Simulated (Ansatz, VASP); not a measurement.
# One calculation of TaN, two programs

The input INCAR:

```
PREC     = Accurate       # precision mode
ENCUT    = 520            # plane-wave cutoff, eV
EDIFF    = 1E-6           # SCF threshold, eV
ISMEAR   = 0              # smearing method
SIGMA    = 0.15           # smearing width, eV
LREAL    = False          # projectors in reciprocal space
LASPH    = True           # aspherical terms in the spheres
NELM     = 60             # most SCF steps
ALGO     = Normal         # electronic algorithm
ISIF     = 2              # what is computed and relaxed
LWAVE    = False          # write WAVECAR
LCHARG   = False          # write CHGCAR
GGA      = PS             # functional
NBANDS   = 33             # bands
```

File KPOINTS:

```
Automatic mesh
0
Gamma
  12 12 16
```

Contents of POSCAR:

```
TaN
1.0
    5.1789208695      0.0000000000      0.0000000000
   -2.5894604347      4.4850770372      0.0000000000
    0.0000000000      0.0000000000      2.8959972730
Ta N
3 3
Direct
    0.3333333333      0.6666666667      0.4814904514
    0.6666666667      0.3333333333      0.4814904514
    0.0000000000      0.0000000000      0.0388467217
    0.3933709412      0.0000000000     -0.0078699879
    0.6066290588      0.6066290588     -0.0078699879
    0.0000000000      0.3933709412     -0.0078699879
```

Input for Ansatz:

```yaml
crystal:
  lattice:
    - [5.1789208695, 0.0, 0.0]
    - [-2.5894604347, 4.4850770372, 0.0]
    - [0.0, 0.0, 2.895997273]
  atoms:
    - { symbol: Ta, position: [0.3333333333, 0.6666666667, 0.4814904514] }
    - { symbol: Ta, position: [0.6666666667, 0.3333333333, 0.4814904514] }
    - { symbol: Ta, position: [0.0, 0.0, 0.0388467217] }
    - { symbol: "N", position: [0.3933709412, 0.0, -0.0078699879] }
    - { symbol: "N", position: [0.6066290588, 0.6066290588, -0.0078699879] }
    - { symbol: "N", position: [0.0, 0.3933709412, -0.0078699879] }
basis:
  ecutwfc: 420
kpoints:
  mp_grid: { grid: [12, 12, 16] }
hamiltonian:
  xc: pbesol
scf:
  occupations: { method: gaussian, width: 0.15 }
output:
  forces: true
  stress: true
  eigenvalues: true
```

Change from the starting cell: mode 4 (148.0 1/cm) frozen in, largest displacement +0.113 Å.

Alike in both runs: task single point; functional PBEsol; k mesh 12 × 12 × 16; occupations gaussian, width 0.15 eV; no spin polarisation.

|  | VASP | Ansatz |
| --- | --- | --- |
| version | VASP 6.6.1 | Ansatz 0.2.0 |
| potentials or method | VASP PAW PBE potentials, release 64 (Ta_pv, N), cutoff 520 eV | scalar-relativistic, plane waves, PAW |
| valence electrons in the cell | 48 | 54 |

Ansatz gave:

| Property | Result |
| --- | --- |
| gap on the k mesh at the Fermi level (eV) | none |
| pressure (GPa) | 0.3 |
| traceless stress, the component that is largest in VASP (GPa) | -0.37 |
| rms of the force components (eV/Å) | 0.459 |

Task: Which values does VASP return?

Result: gap on the k mesh at the Fermi level (eV): none; pressure (GPa): 1.2; traceless stress, the component that is largest in VASP (GPa): -0.42; rms of the force components (eV/Å): 0.458.

VASP's potentials were made for PBE, not for PBEsol. Atom by atom the forces differ by 0.006 eV/Å (rms over components). A gap of «none» marks a metal or a gap that the smearing closes. With one functional, cell and mesh, what is left measures potentials, basis and numerics. VASP's potentials hold 48 valence electrons a cell and Ansatz's 54, so a difference there can come from the potentials and not from the codes.

Spin-orbit coupling is off throughout.
